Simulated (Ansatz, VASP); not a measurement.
# Os in VASP and in Ansatz

File INCAR:

```
PREC = Accurate
ENCUT = 520
EDIFF = 1E-6
ISMEAR = -1
SIGMA = 0.1
LREAL = False
LASPH = True
NELM = 60
ALGO = Normal
ISIF = 2
LWAVE = False
LCHARG = False
GGA = RE
NBANDS = 24
```

File KPOINTS:

```
Automatic mesh
0
Gamma
  15 15 4
```

File POSCAR:

```
Os
1.0
    2.7123346440      0.0000000000      0.0000000000
   -1.3561673220      2.3489507052      0.0000000000
    0.0000000000      0.0000000000      8.7062883922
Os
4
Direct
    0.0000000000      0.0000000000      0.0000000000
    1.0000000000      1.0000000000      0.5000000000
    0.3333333333      0.6666666667      0.2500000000
    0.6666666667      0.3333333333      0.7500000000
```

Input for Ansatz:

```yaml
crystal:
  lattice:
    - [2.712334644, 0.0, 0.0]
    - [-1.356167322, 2.3489507052, 0.0]
    - [0.0, 0.0, 8.7062883922]
  atoms:
    - { symbol: Os, position: [0.0, 0.0, 0.0] }
    - { symbol: Os, position: [1.0, 1.0, 0.5] }
    - { symbol: Os, position: [0.3333333333, 0.6666666667, 0.25] }
    - { symbol: Os, position: [0.6666666667, 0.3333333333, 0.75] }
hamiltonian:
  xc: revpbe
  pseudopotentials:
    kind: paw
    azcp:
      Os: "pseudopotentials/Os.paw.azcp"
basis:
  ecutwfc: 420
  fft_grid_basis: typed
kpoints:
  mp_grid: { grid: [15, 15, 4], shift: [0, 0, 0] }
magnetization:
  spin_polarized: false
scf:
  occupations: { method: fermi_dirac, width: 0.1 }
  lower_state_search: "off"
output:
  stress: true
```

Alike in both runs: task single point; functional revPBE; k mesh 15 × 15 × 4; occupations fermi-dirac, width 0.1 eV; no spin polarisation.

|  | VASP | Ansatz |
| --- | --- | --- |
| version | VASP 6.6.1 | Ansatz 0.2.0 |
| potentials or method | VASP PAW PBE potentials, release 64 (Os), cutoff 520 eV | plane waves (420 eV) with PAW, scalar-relativistic |
| valence electrons in the cell | 32 | 64 |

```tsv
	VASP	Ansatz	Ansatz less VASP
pressure (GPa)	16.9	17.0	+0.03
traceless stress, the component that is largest in VASP (GPa)	1.58	1.62	+0.042
```

VASP's potentials were made for PBE, not for revPBE. With one functional, cell and mesh, what is left measures potentials, basis and numerics. VASP's potentials hold 32 valence electrons a cell and Ansatz's 64, so a difference there can come from the potentials and not from the codes.

Spin-orbit coupling is off throughout.
